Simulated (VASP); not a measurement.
# LiMgBN2 in VASP: further runs

The runs below take LiMgBN2 through single point, with LDA.

Program: VASP 6.6.1. These are calculated values, not measurements. Logs are shortened: lines on timing, memory, paths and dates and some standing lists are left out, and cuts for length are marked.

## Step 1: The cell of the first run

Symmetry: I-4m2, No. 119, tetragonal system. Conventional cell: a = 3.819 Å, b = 3.819 Å, c = 8.887 Å, α = 90.00°, β = 90.00°, γ = 90.00°. Li (site symmetry -4m2) has 4 N at 2.10 Å and 4 Mg at 2.70 Å within 2.8 Å. Within 2.8 Å of Mg (site symmetry -4m2) lie 4 N at 2.10 Å and 4 Li at 2.70 Å. Within 1.8 Å of B (site symmetry -4m2) lie 2 N at 1.34 Å. Within 1.8 Å of N (site symmetry 2mm) lie 1 B at 1.34 Å.

## Step 2: Single point, LDA

INCAR reads:

```
ALGO = Normal
EDIFF = 1E-6
ENCUT = 520
ISIF = 2
ISMEAR = 0
LASPH = T
LCHARG = T
LELF = T
LREAL = F
LVHAR = T
LWAVE = F
NBANDS = 17
NELM = 100
PREC = Accurate
SIGMA = 0.01
```

KPOINTS reads:

```
k-points
0
Gamma
  8 8 8
```

POSCAR reads:

```
LiMgBN2
1.0
   -1.9096600000      1.9096600000      4.4435200000
    1.9096600000     -1.9096600000      4.4435200000
    1.9096600000      1.9096600000     -4.4435200000
Li Mg B N
1 1 1 2
Direct
    0.2500000000      0.7500000000      0.5000000000
    0.7500000000      0.2500000000      0.5000000000
    0.5000000000      0.5000000000      0.0000000000
    0.6512600000      0.6512600000      0.0000000000
    0.3487400000      0.3487400000      0.0000000000
```

Potentials or basis: VASP PAW LDA potentials, release 64 (Li_sv, Mg, B, N).

The run is started by

```sh
$ cat potpaw_LDA.64/Li_sv/POTCAR potpaw_LDA.64/Mg/POTCAR potpaw_LDA.64/B/POTCAR potpaw_LDA.64/N/POTCAR > POTCAR
$ mpirun -np 1 vasp_std > vasp.out
```

OUTCAR:

```text
EDIFF = 1E-6
   ENCUT = 520
   ISIF = 2
   ISMEAR = 0
   LASPH = T
   LREAL = F
   NELM = 100
   PREC = Accurate

 ion  position               nearest neighbor table
   1  0.250  0.750  0.500-   5 2.10   4 2.10   5 2.10   4 2.10   2 2.70   2 2.70   2 2.70   2 2.70

   2  0.750  0.250  0.500-   5 2.10   4 2.10   5 2.10   4 2.10   1 2.70   1 2.70   1 2.70   1 2.70

   3  0.500  0.500  0.000-   4 1.34   5 1.34
   4  0.651  0.651  0.000-   3 1.34   2 2.10   1 2.10   1 2.10   2 2.10
   5  0.349  0.349  0.000-   3 1.34   2 2.10   1 2.10   1 2.10   2 2.10

  LATTYP: Found a body centered tetragonal cell.
 ALAT       =     3.8193200000
 C/A-ratio  =     2.3268644680

  Lattice vectors:

 A1 = (  -1.9096600000,   1.9096600000,   4.4435200000)
 A2 = (   1.9096600000,  -1.9096600000,   4.4435200000)
 A3 = (   1.9096600000,   1.9096600000,  -4.4435200000)

Analysis of symmetry for initial positions (statically):
=====================================================================
 Subroutine PRICEL returns:
 Original cell was already a primitive cell.

 Routine SETGRP: Setting up the symmetry group for a
 body centered tetragonal supercell.

 Subroutine GETGRP returns: Found  8 space group operations
 (whereof  8 operations were pure point group operations)
 out of a pool of 16 trial point group operations.

The static configuration has the point symmetry D_2d.

Analysis of symmetry for dynamics (positions and initial velocities):
=====================================================================
 Subroutine PRICEL returns:
 Original cell was already a primitive cell.

 Routine SETGRP: Setting up the symmetry group for a
 body centered tetragonal supercell.

 Subroutine GETGRP returns: Found  8 space group operations
 (whereof  8 operations were pure point group operations)
 out of a pool of 16 trial point group operations.

The dynamic configuration has the point symmetry D_2d.

 Subroutine INISYM returns: Found  8 space group operations
 (whereof  8 operations are pure point group operations),
 and found     1 'primitive' translations

----------------------------------------------------------------------------------------

                                     Primitive cell
[... 90 lines left out ...]
   ICHARG =      2    charge: 1-file 2-atom 10-const
   ISPIN  =      1    spin polarized calculation?
   LNONCOLLINEAR =      F non collinear calculations
   LSORBIT =      F    spin-orbit coupling
   LASPH  =      T    aspherical Exc in radial PAW
   ENCUT  =  520.0 eV  38.22 Ry    6.18 a.u.   9.67  9.67  9.67*2*pi/ulx,y,z
   NELM   =    100;   NELMIN=  2; NELMDL= -5     # of ELM steps
   EDIFF  = 0.1E-05   stopping-criterion for ELM
   LREAL  =      F    real-space projection
   EDIFFG = 0.1E-04   stopping-criterion for IOM
   NSW    =      0    number of steps for IOM
   IBRION =     -1    ionic relax: 0-MD 1-quasi-New 2-CG
   NFREE  =      0    steps in history (QN), initial steepest desc. (CG)
   ISIF   =      2    stress and relaxation
   ISYM   =      2    0-nonsym 1-usesym 2-fastsym
   POTIM  = 0.5000    time-step for ionic-motion
   TEBEG  =    0.0;   TEEND  =   0.0 temperature during run
   PSTRESS=    0.0 pullay stress
   NELECT =      18.0000    total number of electrons
   NUPDOWN=      -1.0000    fix difference up-down
   EMIN   =  10.00;   EMAX   =-10.00  energy-range for DOS
   EFERMI =   0.00;   METHOD = LEGACY
   ISMEAR =     0;   SIGMA  =   0.01  broadening in eV -4-tet -1-fermi 0-gaus
   EFERMI_NEDOS =   21; number of points for ismear=-14 and -15
   IALGO  =     38    algorithm
   IMIX   =      4    mixing-type and parameters
     AMIX     =   0.40;   BMIX     =  1.00
     AMIX_MAG =   1.60;   BMIX_MAG =  1.00
  volume/ion in A,a.u.               =      12.96        87.48
  Fermi-wavevector in a.u.,A,eV,Ry     =   1.068069  2.018357 15.521133  1.140771
  Thomas-Fermi vector in A             =   2.203705
   LORBIT       =      0    0 simple, 1 ext, 2 COOP (PROOUT), +10 PAW based schemes
   GGA     = CA    functional components
   LHFCALC =     F    Hartree Fock is set to
   AEXX    =    0.0000 exact exchange contribution
   IVDW    =     0    specifies the selected vdW correction
   LEPSILON=     F    determine dielectric tensor
   LRPA    =     F    only Hartree local field effects (RPA)
 non-spin polarized calculation
 Gauss-broadening in eV      SIGMA  =   0.01
  energy-cutoff  :      520.00
  volume of cell :       64.82
 maximum number of plane-waves:      1764
   NGX = 19   NGY = 19   NGZ = 19

 number of electron      18.0000001 magnetization

 Free energy of the ion-electron system (eV)
  ---------------------------------------------------
  ext. energy  EPLUGINS =         0.00000000
  ---------------------------------------------------
  free energy    TOTEN  =       -34.52798529 eV

  energy without entropy =      -34.52798529  energy(sigma->0) =      -34.52798529

 E-fermi :   0.7953     XC(G=0):  -8.9932

 val. band max:        0.6873936596   @ k =   0.5000   0.5000   0.5000
 cond. band min:       3.0909012387   @ k =   0.0000   0.0000   0.0000
 fundamental gap:      2.4035075791
 Fermi energy:         0.7952968264

 k-point     1 :       0.0000    0.0000    0.0000
  band No.  band energies     occupation
      1     -41.8015      2.00000
      2     -13.4368      2.00000
      3     -12.4155      2.00000
      4      -4.0167      2.00000
      5      -1.7866      2.00000
      6      -1.4396      2.00000
[... 457 lines left out ...]
      4      -3.6490      2.00000
      5      -3.2827      2.00000
      6      -2.3559      2.00000
[... 9 lines left out ...]
     16      11.0657      0.00000
     17      12.7712      0.00000

 [... further k-points ...]
[... 5 lines left out ...]
  --------------------------------------------------------------------------------------
  -------------------------------------------------------------------------------------
  Total       -2.1129156     -2.1129156     -2.2669008      0.0000000      0.0000000      0.0000000
  in kB      -52.2268098    -52.2268098    -56.0329976      0.0000000      0.0000000      0.0000000
  external PRESSURE =     -53.4955391 kB  Pullay stress =       0.0000000 kB

 VOLUME and BASIS-vectors are now :
 -----------------------------------------------------------------------------
  energy-cutoff  :      520.00
  volume of cell :       64.82
      direct lattice vectors                 reciprocal lattice vectors
    -1.909660000  1.909660000  4.443520000     0.000000000  0.261826713  0.112523405
     1.909660000 -1.909660000  4.443520000     0.261826713  0.000000000  0.112523405
     1.909660000  1.909660000 -4.443520000     0.261826713  0.261826713  0.000000000

 POSITION                                       TOTAL-FORCE (eV/Angst)
 -----------------------------------------------------------------------------------
      1.90966     -0.00000      2.22176        -0.000000     -0.000000     -0.000000
     -0.00000      1.90966      2.22176        -0.000000     -0.000000     -0.000000
      0.00000      0.00000      4.44352        -0.000000     -0.000000     -0.000000
      0.00000      0.00000      5.78777        -0.000000     -0.000000     -0.109986
      0.00000      0.00000      3.09927         0.000000      0.000000      0.109986
 -----------------------------------------------------------------------------------
    total drift:                               -0.000000      0.000000     -0.000000

  FREE ENERGIE OF THE ION-ELECTRON SYSTEM (eV)
  ---------------------------------------------------
  free  energy   TOTEN  =       -34.5279852930 eV

  energy  without entropy=      -34.5279852930  energy(sigma->0) =      -34.52798529
```

OSZICAR:

```text
N       E                     dE             d eps       ncg     rms          rms(c)
DAV:   1     0.758544380609E+02    0.75854E+02   -0.82339E+03  2006   0.985E+02
DAV:   2    -0.319310605491E+02   -0.10779E+03   -0.10218E+03  2613   0.217E+02
DAV:   3    -0.410161291688E+02   -0.90851E+01   -0.90486E+01  3487   0.578E+01
DAV:   4    -0.411372757642E+02   -0.12115E+00   -0.12093E+00  2791   0.655E+00
DAV:   5    -0.411412137256E+02   -0.39380E-02   -0.39371E-02  3017   0.944E-01    0.128E+01
DAV:   6    -0.349877305001E+02    0.61535E+01   -0.16095E+01  2379   0.242E+01    0.474E+00
DAV:   7    -0.346976809078E+02    0.29005E+00   -0.80380E-01  2809   0.540E+00    0.310E+00
DAV:   8    -0.345374220880E+02    0.16026E+00   -0.40102E-01  2307   0.407E+00    0.571E-01
DAV:   9    -0.345283095968E+02    0.91125E-02   -0.44342E-02  2931   0.148E+00    0.344E-01
DAV:  10    -0.345277377736E+02    0.57182E-03   -0.70015E-03  2575   0.580E-01    0.141E-01
DAV:  11    -0.345279518152E+02   -0.21404E-03   -0.45524E-04  2547   0.131E-01    0.792E-02
DAV:  12    -0.345279829585E+02   -0.31143E-04   -0.22704E-04  2364   0.960E-02    0.182E-02
DAV:  13    -0.345279853084E+02   -0.23499E-05   -0.18205E-05  2518   0.268E-02    0.561E-03
DAV:  14    -0.345279852930E+02    0.15350E-07   -0.23525E-06  2594   0.976E-03
   1 F= -.34527985E+02 E0= -.34527985E+02  d E =-.599468E-55
```

stdout:

```text
POSCAR found type information on POSCAR LiMgB N
 POSCAR found :  4 types and       5 ions
 scaLAPACK will be used
 LDA part: xc-table for (Slater(with rela. corr.)+CA(PZ))
 , standard interpolation
 POSCAR, INCAR and KPOINTS ok, starting setup
 FFT: planning ... GRIDC
 FFT: planning ... GRID_SOFT
 FFT: planning ... GRID
 WAVECAR not read
 entering main loop
```

It took 2.8 min on 1 thread of Intel Xeon 8259CL, shared host; peak memory 0.24 GiB.

Results:

| Property | Result |
| --- | --- |
| Free energy | -34.5280 eV |
| Largest force | 0.110 eV/Å |
| Band gap on the k mesh | 2.40 eV, indirect (least direct gap 3.25 eV) |

Forces in eV/Å, atoms in the order of the input:
```
Li   0.000  0.000  0.000
Mg   0.000  0.000  0.000
B    0.000  0.000  0.000
N    0.000  0.000 -0.110
N    0.000  0.000  0.110
```

Levels at points of the mesh, in eV from the valence-band top:
```csv
k point,band 7,band 8,band 9,band 10,band 11,band 12
"(0.00, 0.00, 0.00)",-2.13,-1.39,-1.39,2.40,5.79,7.74
"(0.50, 0.00, 0.00)",-2.38,-1.12,-0.64,5.14,5.51,6.97
"(0.50, 0.50, 0.00)",-3.00,-1.94,-0.46,4.83,5.53,6.58
"(0.50, 0.50, 0.50)",-2.93,0.00,0.00,3.25,6.17,6.43
```

Caveat: the cutoff is under 1.25 times the usual one of these potentials, so pressure, stress and relaxed cells hold a basis-set (Pulay) error.

## Step 3: Single point, LDA

INCAR reads:

```
SYSTEM = LiMgBN2
ALGO = Normal ; EDIFF = 1E-6
ENCUT = 520 ; GGA = CA
ISIF = 2 ; ISMEAR = 0
LASPH = .True. ; LCHARG = .False.
LREAL = .False. ; LWAVE = .False.
NBANDS = 17 ; NELM = 60
PREC = Accurate ; SIGMA = 0.01
```

KPOINTS reads:

```
k-points
0
Gamma
  8 8 8
  0 0 0
```

Edit POSCAR of step 2 so:

```diff
@@ -10,3 +10,3 @@
     0.7500000000      0.2500000000      0.5000000000
-    0.5000000000      0.5000000000      0.0000000000
+    0.5033757021      0.5033757021      0.0000000000
     0.6512600000      0.6512600000      0.0000000000
```

Potentials or basis: VASP PAW LDA potentials, release 64 (Li_sv, Mg, B, N).

The run is started by

```sh
$ cat potpaw_LDA.64/Li_sv/POTCAR potpaw_LDA.64/Mg/POTCAR potpaw_LDA.64/B/POTCAR potpaw_LDA.64/N/POTCAR > POTCAR
$ mpirun -np 1 vasp_std > vasp.out
```

It took 4.1 min on 1 thread of Intel Xeon 8259CL, shared host; peak memory 0.28 GiB.

The run converged. Its results:

```
Free energy            : -34.4905 eV
Largest force          : 2.503 eV/Å
Band gap on the k mesh : 2.37 eV, indirect (least direct gap 3.23 eV)
```

Forces in eV/Å, atoms in the order of the input:
```
Li   0.000  0.000  0.080
Mg   0.000  0.000  0.159
B    0.000  0.000 -2.503
N    0.000  0.000  1.141
N    0.000  0.000  1.123
```

Levels at points of the mesh, in eV from the valence-band top:
```
           k point  band 5  band 6  band 7  band 8  band 9  band 10  band 11  band 12  band 13  band 14
(0.00, 0.00, 0.00)   -2.50   -2.26   -2.11   -1.46   -1.31     2.37     5.76     7.71     7.72     8.07
(0.50, 0.00, 0.00)   -4.08   -2.61   -2.46   -1.18   -0.62     5.10     5.50     6.96     7.51     8.54
(0.00, 0.50, 0.00)   -4.11   -2.65   -2.39   -1.09   -0.69     5.13     5.47     6.94     7.52     8.56
(0.50, 0.50, 0.00)   -4.05   -3.31   -3.05   -1.95   -0.48     4.80     5.51     6.56     7.52     9.60
(0.50, 0.50, 0.50)   -3.57   -3.00   -2.95   -0.04    0.00     3.23     6.14     6.41     6.41     8.34
```

Caveat: the cutoff is under 1.25 times the usual one of these potentials, so pressure, stress and relaxed cells hold a basis-set (Pulay) error; forces of over 1 eV/Å act on the atoms, so gaps and moduli don't describe the material at rest. A k mesh can miss the band edges.
